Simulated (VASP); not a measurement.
# Rh in VASP: a series of runs, part 2 of 2

VASP 6.6.1. The steps go on from the part before.

## (3) Single point, r2SCAN (strain +0.015 along x and y, +0.015 along z)

Input file POSCAR:

```
Rh
1.0
    0.0000000000      1.9300732500      1.9300732500
    1.9300732500      0.0000000000      1.9300732500
    1.9300732500      1.9300732500      0.0000000000
Rh
1
Direct
    0.0000000000      0.0000000000      0.0000000000
```

Input file INCAR.step1:

```
PREC = Accurate ; ENCUT = 520
ISMEAR = 0 ; SIGMA = 0.15
LREAL = False ; LASPH = True
NELM = 60 ; NBANDS = 14
GGA = PE ; ALGO = Normal
EDIFF = 1E-4 ; LWAVE = True
LCHARG = False
```

Input file INCAR.step2:

```
PREC = Accurate ; ENCUT = 520
EDIFF = 1E-6 ; ISMEAR = 0
SIGMA = 0.15 ; LREAL = False
LASPH = True ; NELM = 60
ALGO = Normal ; ISIF = 2
LWAVE = False ; LCHARG = False
METAGGA = R2SCAN ; LMIXTAU = True
NBANDS = 14 ; ISTART = 1
```

Input file KPOINTS:

```
regular mesh
0
Gamma
  8 8 8
```

Potentials or basis: VASP PAW PBE potentials, release 64 (Rh_pv).

Run with:

```console
$ cat potpaw_PBE.64/Rh_pv/POTCAR > POTCAR
$ cp INCAR.step1 INCAR
$ mpirun -np 1 vasp_std > vasp.out
$ cp INCAR.step2 INCAR
$ mpirun -np 1 vasp_std > vasp.out
```

OUTCAR:

```text
PREC = Accurate
   ENCUT = 520
   EDIFF = 1E-6
   ISMEAR = 0
   LREAL = False
   LASPH = True
   NELM = 60
   ISIF = 2
   METAGGA = R2SCAN
   ISTART = 1

 ion  position               nearest neighbor table
   1  0.000  0.000  0.000-

  LATTYP: Found a face centered cubic cell.
 ALAT       =     3.8601465000

  Lattice vectors:

 A1 = (   0.0000000000,   1.9300732500,   1.9300732500)
 A2 = (   1.9300732500,   0.0000000000,   1.9300732500)
 A3 = (   1.9300732500,   1.9300732500,   0.0000000000)

Analysis of symmetry for initial positions (statically):
[... 576 lines left out ...]
      6       8.4027      2.00000
      7       8.9962      2.00000
      8      11.3202      0.00105
      9      16.4554      0.00000
     10      19.4238      0.00000
     11      27.4209      0.00000
     12      28.0443      0.00000
     13      28.4558      0.00000
     14      32.7224      0.00000

 [... further k-points ...]
[... 5 lines left out ...]
  --------------------------------------------------------------------------------------
  -------------------------------------------------------------------------------------
  Total       -0.8981771     -0.8981771     -0.8981771      0.0000000      0.0000000     -0.0000000
  in kB     -100.0739831   -100.0739831   -100.0739831      0.0000000      0.0000000     -0.0000000
  external PRESSURE =    -100.0739831 kB  Pullay stress =       0.0000000 kB

 VOLUME and BASIS-vectors are now :
 -----------------------------------------------------------------------------
  energy-cutoff  :      520.00
  volume of cell :       14.38
      direct lattice vectors                 reciprocal lattice vectors
     0.000000000  1.930073250  1.930073250    -0.259057525  0.259057525  0.259057525
     1.930073250  0.000000000  1.930073250     0.259057525 -0.259057525  0.259057525
     1.930073250  1.930073250  0.000000000     0.259057525  0.259057525 -0.259057525

 POSITION                                       TOTAL-FORCE (eV/Angst)
 -----------------------------------------------------------------------------------
      0.00000      0.00000      0.00000         0.000000      0.000000      0.000000
 -----------------------------------------------------------------------------------
    total drift:                                0.000000     -0.000000      0.000000

  FREE ENERGIE OF THE ION-ELECTRON SYSTEM (eV)
  ---------------------------------------------------
  free  energy   TOTEN  =       -24.1010052021 eV

  energy  without entropy=      -24.0798504879  energy(sigma->0) =      -24.09042784
```

OUTCAR.step1:

```text
PREC = Accurate
   ENCUT = 520
   ISMEAR = 0
   LREAL = False
   LASPH = True
   NELM = 60
[... 622 lines left out ...]

 POSITION                                       TOTAL-FORCE (eV/Angst)
 -----------------------------------------------------------------------------------
      0.00000      0.00000      0.00000         0.000000      0.000000      0.000000
 -----------------------------------------------------------------------------------
    total drift:                                0.000000     -0.000000      0.000000

  FREE ENERGIE OF THE ION-ELECTRON SYSTEM (eV)
  ---------------------------------------------------
  free  energy   TOTEN  =        -7.2348852588 eV

  energy  without entropy=       -7.2110116730  energy(sigma->0) =       -7.22294847
```

OSZICAR.step1:

```text
N       E                     dE             d eps       ncg     rms          rms(c)
DAV:   1     0.122266800820E+03    0.12227E+03   -0.86105E+03   812   0.113E+03
DAV:   2    -0.611796025544E+01   -0.12838E+03   -0.12190E+03   902   0.338E+02
DAV:   3    -0.771426711972E+01   -0.15963E+01   -0.15939E+01   992   0.421E+01
DAV:   4    -0.772056577713E+01   -0.62987E-02   -0.62984E-02   914   0.271E+00
DAV:   5    -0.772062315185E+01   -0.57375E-04   -0.57375E-04   992   0.228E-01    0.914E+00
DAV:   6    -0.724829194833E+01    0.47233E+00   -0.96789E-01   902   0.127E+01    0.313E+00
DAV:   7    -0.723795844856E+01    0.10333E-01   -0.12175E-02   884   0.114E+00    0.160E+00
DAV:   8    -0.723491974978E+01    0.30387E-02   -0.19466E-03   896   0.598E-01    0.999E-02
DAV:   9    -0.723488525885E+01    0.34491E-04   -0.30968E-05   472   0.712E-02
   1 F= -.72348853E+01 E0= -.72229485E+01  d E =-.238736E-01
```

It took 25 s on 1 thread of Intel Xeon 6975P-C, shared host; peak memory 0.13 GiB.

What came out:

```
Free energy : -24.1010 eV
Pressure    : -10.0 GPa
```

Caveat: the cell differs from its parent crystal (strain +0.015 along x and y, +0.015 along z); the PAW data sets were made with another functional, which shifts forces and pressure a little.

## (4) Single point, r2SCAN (strain -0.030 along x and y, +0.000 along z)

Input file POSCAR:

```
Rh
1.0
    0.0000000000      1.8445035000      1.9015500000
    1.8445035000      0.0000000000      1.9015500000
    1.8445035000      1.8445035000      0.0000000000
Rh
1
Direct
    0.0000000000      0.0000000000      0.0000000000
```

Edit INCAR.step1 of step 3 so:

```diff
@@ -3,3 +3,3 @@
 LREAL = False ; LASPH = True
-NELM = 60 ; NBANDS = 14
+NELM = 80 ; NBANDS = 14
 GGA = PE ; ALGO = Normal
```

Edit INCAR.step2 of step 3 so:

```diff
@@ -3,3 +3,3 @@
 SIGMA = 0.15 ; LREAL = False
-LASPH = True ; NELM = 60
+LASPH = True ; NELM = 80
 ALGO = Normal ; ISIF = 2
```

Input file KPOINTS:

```
Automatic mesh
0
Gamma
  8 8 8
```

Run with:

```console
$ cat potpaw_PBE.64/Rh_pv/POTCAR > POTCAR
$ cp INCAR.step1 INCAR
$ mpirun -np 1 vasp_std > vasp.out
$ cp INCAR.step2 INCAR
$ mpirun -np 1 vasp_std > vasp.out
```

Wall time 30 s (1 thread of Intel Xeon 6975P-C, shared host); peak memory 0.13 GiB.

Results (log left out):

```
Free energy : -24.0554 eV
Pressure    : 21.9 GPa
```

Stress tensor (GPa, compression positive):
```
24.79  0.00  0.00
 0.00 24.79  0.00
 0.00  0.00 16.03
```

Levels at points of the mesh, in eV from the Fermi level:
| k point | band 5 | band 6 | band 7 | band 8 | band 9 | band 10 |
| --- | --- | --- | --- | --- | --- | --- |
| (0.00, 0.00, 0.00) | -3.76 | -3.38 | -3.38 | -1.42 | -0.97 | 16.61 |
| (0.50, 0.00, 0.00) | -3.82 | -3.45 | 0.55 | 0.73 | 0.81 | 9.74 |
| (0.50, 0.50, 0.00) | -6.78 | 0.58 | 1.13 | 1.13 | 3.08 | 13.07 |
| (0.50, 0.00, 0.50) | -6.80 | 0.54 | 0.99 | 1.32 | 3.79 | 13.96 |

Caveat: the k points lie up to 0.37 Å⁻¹ apart; the cell differs from its parent crystal (strain -0.030 along x and y, +0.000 along z); the PAW data sets were made with another functional, which shifts forces and pressure a little.

## (5) Single point, r2SCAN (strain -0.030 along x and y, -0.015 along z)

Input file POSCAR:

```
Rh
1.0
    0.0000000000      1.8445035000      1.8730267500
    1.8445035000      0.0000000000      1.8730267500
    1.8445035000      1.8445035000      0.0000000000
Rh
1
Direct
    0.0000000000      0.0000000000      0.0000000000
```

INCAR.step1 is that of step 4.

INCAR.step2 is that of step 4.

KPOINTS is that of step 4.

Run with:

```console
$ cat potpaw_PBE.64/Rh_pv/POTCAR > POTCAR
$ cp INCAR.step1 INCAR
$ mpirun -np 1 vasp_std > vasp.out
$ cp INCAR.step2 INCAR
$ mpirun -np 1 vasp_std > vasp.out
```

Run time: 27 s. Hardware: 1 thread of Intel Xeon 6975P-C, shared host; peak memory 0.14 GiB.

Results (log left out):

- Free energy: -24.0306 eV
- Pressure: 27.8 GPa

Stress tensor (GPa, compression positive):
```
29.30  0.00  0.00
 0.00 29.30  0.00
 0.00  0.00 24.71
```

Levels at points of the mesh, in eV from the Fermi level:
| k point | band 4 | band 5 | band 6 | band 7 | band 8 | band 9 | band 10 | band 11 |
| --- | --- | --- | --- | --- | --- | --- | --- | --- |
| (0.00, 0.00, 0.00) | -8.80 | -3.72 | -3.53 | -3.53 | -1.34 | -1.11 | 16.57 | 17.35 |
| (0.50, 0.00, 0.00) | -7.06 | -3.83 | -3.63 | 0.61 | 0.70 | 0.80 | 9.91 | 16.15 |
| (0.50, 0.50, 0.00) | -7.36 | -6.94 | 0.59 | 1.17 | 1.17 | 3.33 | 13.58 | 14.64 |
| (0.50, 0.00, 0.50) | -7.38 | -6.96 | 0.57 | 1.09 | 1.27 | 3.70 | 14.04 | 14.24 |

Caveat: the k points lie up to 0.37 Å⁻¹ apart; the cell differs from its parent crystal (strain -0.030 along x and y, -0.015 along z); the PAW data sets were made with another functional, which shifts forces and pressure a little.

## (6) Overview

```tsv
cell	gap on the mesh (eV)	pressure (GPa)
a = 2.770 Å, angles 60.0°, 1 atom	none	-18.8
a = 2.730 Å, angles 60.0°, 1 atom	none	-10.0
a = 2.649, b = 2.649, c = 2.609 Å, angles 60.5, 60.5, 59.0°, 1 atom	none	21.9
a = 2.629, b = 2.629, c = 2.609 Å, angles 60.3, 60.3, 59.5°, 1 atom	none	27.8
```

Alike in all rows: task single point; level r2SCAN; potentials or basis VASP PAW PBE potentials, release 64 (Rh_pv); no spin polarisation; k mesh 8 × 8 × 8; cutoff (eV) 520; smearing gaussian 0.15 eV.

Caveats: some runs use coarse meshes; the PAW data sets were made with another functional, which shifts forces and pressure a little.

Absolute energies hang on the potentials; compare differences alone.
